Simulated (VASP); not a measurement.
Input of a VASP 6.6.1 run:

Contents of INCAR:

```
PREC = Accurate
ENCUT = 520
EDIFF = 1E-6
ISMEAR = 0
SIGMA = 0.15
LREAL = F
LASPH = T
NELM = 60
ALGO = Normal
ISIF = 2
LWAVE = F
LCHARG = F
GGA = CA
NBANDS = 20
```

The input KPOINTS:

```
Automatic mesh
0
Gamma
  18 18 10
```

The input POSCAR:

```
Ta2N
1.0
    3.1431510151      0.0000000000      0.0000000000
   -1.5715755076      2.7220486270      0.0000000000
    0.0000000000      0.0000000000      4.7848187903
Ta N
2 1
Direct
    0.6666666667      0.3333333333      0.7466885012
    0.3333333333      0.6666666667      0.2533114988
    0.0000000000      0.0000000000      0.0000000000
```

Potentials or basis: VASP PAW LDA potentials, release 64 (Ta_pv, N).

Command:

```bash
$ cat potpaw_LDA.64/Ta_pv/POTCAR potpaw_LDA.64/N/POTCAR > POTCAR
$ mpirun -np 1 vasp_std > vasp.out
```

Predict the largest force.

0.461 eV/Å.

Estimate the pressure.

-13.3 GPa.

Predict the band gap on the k mesh.

zero (an odd number of electrons rules out a gap without spin polarisation).

Forces in eV/Å, atoms in the order of the input:
```
Ta   0.000  0.000  0.461
Ta   0.000  0.000 -0.461
N    0.000  0.000  0.000
```

Caveat: the cell stands under tension; spin-orbit coupling is left out, which moves the levels of the heavy elements.
